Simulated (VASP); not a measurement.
# CdSe (Fm-3m) in VASP: further runs

The runs below take CdSe through single point, with BLYP, r2SCAN0.

Program: VASP 6.6.1. These are calculated values, not measurements. Logs are shortened: lines on timing, memory, paths and dates and some standing lists are left out, and cuts for length are marked.

## 1. The cell of the first run

The structure is cubic, space group Fm-3m (No. 225). Conventional cell: a = 5.748 Å, b = 5.748 Å, c = 5.748 Å, α = 90.00°, β = 90.00°, γ = 90.00°. Cd (site symmetry m-3m) has 6 Se at 2.87 Å within 3.8 Å. Within 3.8 Å of Se (site symmetry m-3m) lie 6 Cd at 2.87 Å.

## 2. Single point, BLYP

INCAR reads:

```
PREC = Accurate
ENCUT = 500
EDIFF = 1E-6
ISMEAR = -1
SIGMA = 0.05
LREAL = F
LASPH = T
NELM = 120
ALGO = Normal
ISIF = 2
LWAVE = F
LCHARG = F
GGA = B5
ALDAX = 1.0
AGGAX = 1.0
AGGAC = 1.0
ALDAC = 0.0
NBANDS = 16
GGA_COMPAT = F
```

KPOINTS reads:

```
Automatic mesh
0
Gamma
  8 8 8
```

POSCAR reads:

```
CdSe
1.0
    0.0000000000      2.8739580000      2.8739580000
    2.8739580000      0.0000000000      2.8739580000
    2.8739580000      2.8739580000      0.0000000000
Cd Se
1 1
Direct
    0.0000000000      0.0000000000      0.0000000000
    0.5000000000      0.5000000000      0.5000000000
```

Potentials or basis: VASP PAW PBE potentials, release 64 (Cd, Se).

Run with:

```sh
> cat potpaw_PBE.64/Cd/POTCAR potpaw_PBE.64/Se/POTCAR > POTCAR
> mpirun -np 1 vasp_std > vasp.out
```

OUTCAR:

```text
PREC = Accurate
   ENCUT = 500
   EDIFF = 1E-6
   ISMEAR = -1
   LREAL = F
   LASPH = T
   NELM = 120
   ISIF = 2
   GGA = B5

 ion  position               nearest neighbor table
   1  0.000  0.000  0.000-   2 2.87   2 2.87   2 2.87   2 2.87   2 2.87   2 2.87
   2  0.500  0.500  0.500-   1 2.87   1 2.87   1 2.87   1 2.87   1 2.87   1 2.87

  LATTYP: Found a face centered cubic cell.
 ALAT       =     5.7479160000

  Lattice vectors:

 A1 = (   0.0000000000,   2.8739580000,   2.8739580000)
 A2 = (   2.8739580000,   0.0000000000,   2.8739580000)
 A3 = (   2.8739580000,   2.8739580000,   0.0000000000)

Analysis of symmetry for initial positions (statically):
=====================================================================
 Subroutine PRICEL returns:
 Original cell was already a primitive cell.

 Routine SETGRP: Setting up the symmetry group for a
 face centered cubic supercell.

 Subroutine GETGRP returns: Found 48 space group operations
 (whereof 48 operations were pure point group operations)
 out of a pool of 48 trial point group operations.

The static configuration has the point symmetry O_h .

Analysis of symmetry for dynamics (positions and initial velocities):
=====================================================================
 Subroutine PRICEL returns:
 Original cell was already a primitive cell.

 Routine SETGRP: Setting up the symmetry group for a
 face centered cubic supercell.

 Subroutine GETGRP returns: Found 48 space group operations
 (whereof 48 operations were pure point group operations)
 out of a pool of 48 trial point group operations.

The dynamic configuration has the point symmetry O_h .

 Subroutine INISYM returns: Found 48 space group operations
 (whereof 48 operations are pure point group operations),
 and found     1 'primitive' translations

----------------------------------------------------------------------------------------

                                     Primitive cell

  volume of cell :      47.4757

  direct lattice vectors                    reciprocal lattice vectors
     0.000000000  2.873958000  2.873958000    -0.173976098  0.173976098  0.173976098
     2.873958000  0.000000000  2.873958000     0.173976098 -0.173976098  0.173976098
     2.873958000  2.873958000  0.000000000     0.173976098  0.173976098 -0.173976098

  length of vectors
     4.064390381  4.064390381  4.064390381     0.301335442  0.301335442  0.301335442

  position of ions in fractional coordinates (direct lattice)
     0.000000000  0.000000000  0.000000000
     0.500000000  0.500000000  0.500000000

  ion indices of the primitive-cell ions
   primitive index   ion index
                 1           1
                 2           2

----------------------------------------------------------------------------------------

 KPOINTS: Automatic mesh

Automatic generation of k-mesh.
 Grid dimensions read from file:
 generate k-points for:    8    8    8

 Generating k-lattice:

  Cartesian coordinates                     Fractional coordinates (reciprocal lattice)
    -0.021747012  0.021747012  0.021747012     0.125000000  0.000000000  0.000000000
     0.021747012 -0.021747012  0.021747012     0.000000000  0.125000000  0.000000000
     0.021747012  0.021747012 -0.021747012     0.000000000  0.000000000  0.125000000

  Length of vectors
     0.037666930  0.037666930  0.037666930

  Shift w.r.t. Gamma in fractional coordinates (k-lattice)
     0.000000000  0.000000000  0.000000000

 Subroutine IBZKPT returns following result:
 ===========================================

 Found     29 irreducible k-points:

 Following reciprocal coordinates:
            Coordinates               Weight
  0.000000  0.000000  0.000000      1.000000
  0.125000  0.000000  0.000000      8.000000
  0.250000  0.000000  0.000000      8.000000
  0.375000  0.000000  0.000000      8.000000
  0.500000  0.000000  0.000000      4.000000
  0.125000  0.125000  0.000000      6.000000
[... 16 lines left out ...]
  0.500000  0.250000  0.125000     48.000000
 -0.375000  0.250000  0.125000     24.000000
 [... further k-points ...]
   k-points           NKPTS =     29   k-points in BZ     NKDIM =     29   number of bands    NBANDS=     16
   number of dos      NEDOS =    301   number of ions     NIONS =      2
   total plane-waves  NPLWV =  27000
   dimension x,y,z NGX =    30 NGY =   30 NGZ =   30
   dimension x,y,z NGXF=    60 NGYF=   60 NGZF=   60
   ions per type =               1   1
   NGX,Y,Z   is equivalent  to a cutoff of  12.27, 12.27, 12.27 a.u.
   NGXF,Y,Z  is equivalent  to a cutoff of  24.54, 24.54, 24.54 a.u.
 SYSTEM =  unknown system
   PREC   = accura    normal or accurate (medium, high low for compatibility)
   ISTART =      0    job   : 0-new  1-cont  2-samecut
   ICHARG =      2    charge: 1-file 2-atom 10-const
   ISPIN  =      1    spin polarized calculation?
   LNONCOLLINEAR =      F non collinear calculations
   LSORBIT =      F    spin-orbit coupling
   LASPH  =      T    aspherical Exc in radial PAW
   ENCUT  =  500.0 eV  36.75 Ry    6.06 a.u.   7.41  7.41  7.41*2*pi/ulx,y,z
   NELM   =    120;   NELMIN=  2; NELMDL= -5     # of ELM steps
   EDIFF  = 0.1E-05   stopping-criterion for ELM
   LREAL  =      F    real-space projection
   EDIFFG = 0.1E-04   stopping-criterion for IOM
   NSW    =      0    number of steps for IOM
   IBRION =     -1    ionic relax: 0-MD 1-quasi-New 2-CG
   NFREE  =      0    steps in history (QN), initial steepest desc. (CG)
   ISIF   =      2    stress and relaxation
   ISYM   =      2    0-nonsym 1-usesym 2-fastsym
   POTIM  = 0.5000    time-step for ionic-motion
   TEBEG  =    0.0;   TEEND  =   0.0 temperature during run
   PSTRESS=    0.0 pullay stress
   NELECT =      18.0000    total number of electrons
   NUPDOWN=      -1.0000    fix difference up-down
   EMIN   =  10.00;   EMAX   =-10.00  energy-range for DOS
   EFERMI =   0.00;   METHOD = LEGACY
   ISMEAR =    -1;   SIGMA  =   0.05  broadening in eV -4-tet -1-fermi 0-gaus
   EFERMI_NEDOS =   21; number of points for ismear=-14 and -15
   IALGO  =     38    algorithm
   IMIX   =      4    mixing-type and parameters
     AMIX     =   0.40;   BMIX     =  1.00
     AMIX_MAG =   1.60;   BMIX_MAG =  1.00
  volume/ion in A,a.u.               =      23.74       160.19
  Fermi-wavevector in a.u.,A,eV,Ry     =   1.184882  2.239103 19.101849  1.403946
  Thomas-Fermi vector in A             =   2.321088
   LORBIT       =      0    0 simple, 1 ext, 2 COOP (PROOUT), +10 PAW based schemes
   GGA     = B5    functional components
   LHFCALC =     F    Hartree Fock is set to
   AEXX    =    0.0000 exact exchange contribution
   IVDW    =     0    specifies the selected vdW correction
   LEPSILON=     F    determine dielectric tensor
   LRPA    =     F    only Hartree local field effects (RPA)
 non-spin polarized calculation
  energy-cutoff  :      500.00
  volume of cell :       47.48
 maximum number of plane-waves:      1243
 NGX is ok and might be reduce to    30
   NGX = 15   NGY = 15   NGZ = 15

 number of electron      18.0000008 magnetization

 Free energy of the ion-electron system (eV)
  ---------------------------------------------------
  ext. energy  EPLUGINS =         0.00000000
  ---------------------------------------------------
  free energy    TOTEN  =        -4.06042831 eV

  energy without entropy =       -4.05750310  energy(sigma->0) =       -4.05896570

 E-fermi :   2.7746     XC(G=0):  -9.4131

 val. band max:        2.7486955213   @ k =   0.0000   0.0000   0.0000
 cond. band min:       2.9909947204   @ k =   0.3750   0.3750   0.0000
 fundamental gap:      0.2422991991
 Fermi energy:         2.7746277811

 k-point     1 :       0.0000    0.0000    0.0000
  band No.  band energies     occupation
      1     -10.1944      2.00000
      2      -5.3232      2.00000
      3      -5.3232      2.00000
      4      -5.3063      2.00000
      5      -5.3063      2.00000
      6      -5.3063      2.00000
[... 8 lines left out ...]
     15      12.3731      0.00000
     16      12.3731      0.00000

 k-point     2 :       0.1250    0.0000    0.0000
  band No.  band energies     occupation
      1     -10.0861      2.00000
      2      -5.3537      2.00000
      3      -5.3537      2.00000
      4      -5.3143      2.00000
      5      -5.2888      2.00000
      6      -5.2888      2.00000
[... 8 lines left out ...]
     15      12.2221      0.00000
     16      12.4237      0.00000

 k-point     3 :       0.2500    0.0000    0.0000
  band No.  band energies     occupation
      1      -9.8001      2.00000
      2      -5.4296      2.00000
      3      -5.4296      2.00000
      4      -5.3436      2.00000
      5      -5.2421      2.00000
      6      -5.2421      2.00000
[... 8 lines left out ...]
     15      13.0756      0.00000
     16      13.0756      0.00000

 k-point     4 :       0.3750    0.0000    0.0000
  band No.  band energies     occupation
      1      -9.4678      2.00000
      2      -5.5034      2.00000
      3      -5.5034      2.00000
      4      -5.3980      2.00000
      5      -5.1945      2.00000
      6      -5.1945      2.00000
[... 8 lines left out ...]
     15      14.4797      0.00000
     16      14.4797      0.00000
[... 324 lines left out ...]
 k-point    22 :       0.3750    0.2500    0.1250
  band No.  band energies     occupation
      1      -9.6419      2.00000
      2      -5.4332      2.00000
      3      -5.3758      2.00000
      4      -5.3417      2.00000
      5      -5.2277      2.00000
      6      -5.1855      2.00000
[... 8 lines left out ...]
     15      15.2394      0.00000
     16      15.5190      0.00000

 k-point    23 :       0.5000    0.2500    0.1250
  band No.  band energies     occupation
      1      -9.4245      2.00000
      2      -5.4500      2.00000
      3      -5.3708      2.00000
      4      -5.3367      2.00000
      5      -5.1877      2.00000
      6      -5.1293      2.00000
[... 8 lines left out ...]
     15      15.4987      0.00000
     16      16.0790      0.00000

 k-point    24 :      -0.3750    0.2500    0.1250
  band No.  band energies     occupation
      1      -9.3294      2.00000
      2      -5.4747      2.00000
      3      -5.3478      2.00000
      4      -5.3304      2.00000
      5      -5.1645      2.00000
      6      -5.1026      2.00000
[... 8 lines left out ...]
     15      14.0035      0.00000
     16      16.7069      0.00000

 [... further k-points ...]

------------------------ aborting loop because EDIFF is reached ----------------------------------------

  FORCE on cell =-STRESS in cart. coord.  units (eV):
  Direction    XX          YY          ZZ          XY          YZ          ZX
  --------------------------------------------------------------------------------------
  -------------------------------------------------------------------------------------
  Total        1.2380919      1.2380919      1.2380919     -0.0000000     -0.0000000      0.0000000
  in kB       41.7822887     41.7822887     41.7822887     -0.0000000     -0.0000000      0.0000000
  external PRESSURE =      41.7822887 kB  Pullay stress =       0.0000000 kB

 VOLUME and BASIS-vectors are now :
 -----------------------------------------------------------------------------
  energy-cutoff  :      500.00
  volume of cell :       47.48
      direct lattice vectors                 reciprocal lattice vectors
     0.000000000  2.873958000  2.873958000    -0.173976098  0.173976098  0.173976098
     2.873958000  0.000000000  2.873958000     0.173976098 -0.173976098  0.173976098
     2.873958000  2.873958000  0.000000000     0.173976098  0.173976098 -0.173976098

 POSITION                                       TOTAL-FORCE (eV/Angst)
 -----------------------------------------------------------------------------------
      0.00000      0.00000      0.00000         0.000000      0.000000      0.000000
      2.87396      2.87396      2.87396        -0.000000     -0.000000     -0.000000
 -----------------------------------------------------------------------------------
    total drift:                               -0.000000      0.000000      0.000000

  FREE ENERGIE OF THE ION-ELECTRON SYSTEM (eV)
  ---------------------------------------------------
  free  energy   TOTEN  =        -4.0604283081 eV

  energy  without entropy=       -4.0575031004  energy(sigma->0) =       -4.05896570
```

Wall time 22 s (1 thread of Intel Xeon 6975P-C (Granite Rapids), shared host); peak memory 0.17 GiB.

Results:

| Item | Value |
| --- | --- |
| Free energy | -4.0604 eV |
| Pressure | 4.2 GPa |
| Band gap on the k mesh | zero (bands 9 and 10 overlap by 0.52 eV) |

Caveat: the cell stands under pressure; semilocal functionals underestimate gaps, so a narrow gap can read as zero; the PAW data sets were made with another functional, which shifts forces and pressure a little.

## 3. Single point, r2SCAN0

POSCAR is that of step 2.

INCAR.step1 reads:

```
SYSTEM = CdSe
PREC = Accurate
ENCUT = 440
EDIFF = 1E-5
ISMEAR = -1
SIGMA = 0.05
LREAL = .False.
LASPH = .True.
NELM = 120
ALGO = Normal
ISIF = 2
LWAVE = .True.
LCHARG = .False.
GGA = PE
NBANDS = 16
GGA_COMPAT = .False.
```

INCAR.step2 reads:

```
SYSTEM = CdSe
PREC = Accurate
ENCUT = 440
EDIFF = 1E-6
ISMEAR = -1
SIGMA = 0.05
LREAL = .False.
LASPH = .True.
NELM = 120
ALGO = Normal
ISIF = 2
LWAVE = .False.
LCHARG = .False.
METAGGA = R2SCAN
LHFCALC = .True.
AEXX = 0.25
LMIXTAU = .True.
PRECFOCK = Normal
ISTART = 1
NBANDS = 16
GGA_COMPAT = .False.
```

KPOINTS reads:

```
Automatic mesh
0
Gamma
  4 4 4
  0 0 0
```

Potentials or basis: VASP PAW PBE potentials, release 64 (Cd, Se).

Run with:

```sh
> cat potpaw_PBE.64/Cd/POTCAR potpaw_PBE.64/Se/POTCAR > POTCAR
> cp INCAR.step1 INCAR
> mpirun -np 1 vasp_std > vasp.out
> cp INCAR.step2 INCAR
> mpirun -np 1 vasp_std > vasp.out
```

Wall time 6.4 min (1 thread of Intel Xeon Platinum 8375C at 2.90GHz (Ice Lake), shared host); peak memory 0.17 GiB.

It converged, with:

- Free energy: -30.1202 eV
- Pressure: -2.8 GPa
- Band gap on the k mesh: 1.44 eV (least direct gap 2.69 eV)

Levels at points of the mesh, in eV from the valence-band top:
```tsv
k point	band 5	band 6	band 7	band 8	band 9	band 10	band 11	band 12	band 13	band 14
(0.00, 0.00, 0.00)	-9.44	-9.44	-0.54	-0.54	-0.54	2.15	10.76	10.76	10.76	12.46
(0.50, 0.00, 0.00)	-9.32	-9.32	-5.30	0.00	0.00	5.00	7.40	7.40	8.51	13.61
(0.50, 0.50, 0.00)	-9.27	-8.66	-4.40	-2.13	-2.13	1.44	7.31	12.37	13.08	13.08
```

Caveat: the k points lie up to 0.47 Å⁻¹ apart; the PAW data sets were made with another functional, which shifts forces and pressure a little. A k mesh can miss the band edges.
